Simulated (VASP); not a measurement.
The system is AlNi.

```
CELL_PARAMETERS angstrom
1.93869 -1.95319 0.00000
1.93869 1.95319 0.00000
0.00000 0.00000 3.09943
ATOMIC_POSITIONS crystal
Ni 0.50000 0.50000 0.50000
Al 0.00000 0.00000 0.00000
```

Base run:

```yaml
Program: VASP 6.6.1
Functional: PBEsol
Potentials_or_basis: VASP PAW PBE potentials, release 64 (Ni_sv_GW, Al)
Cutoff: 690 eV
k_mesh: 8 × 8 × 7
Occupations: fermi-dirac, width 0.05 eV
Spin: collinear spin, ferromagnetic start
Starting_moments: "[1.2, 0.0] μB"
Fixed_moment: 1.2 μB
```

Its results: pressure 5.7 GPa; site moments Ni +0.82; Al +0.08 μB.

After a change of settings the same cell gave: pressure 0.8 GPa; site moments Ni +0.38; Al +0.03 μB. Which change was it?
A. fixed moment from 1.2 μB to 0.5 μB; moments at the start from [1.2, 0.0] to [0.5, 0.0]
B. fixed moment from 1.2 μB to 2 μB; moments at the start from [1.2, 0.0] to [2.0, 0.0]
C. fixed moment from 1.2 μB to 0.2 μB; moments at the start from [1.2, 0.0] to [0.2, 0.0]

A.

Caveats: the PAW data sets were made with another functional, which shifts forces and pressure a little; the total moment is fixed, so each spin has its own Fermi level and the state may be an excited one; the stress differs along the axes, from 1 to 9 GPa (at least some runs); the stress differs along the axes, from -3 to 3 GPa (at least some runs).
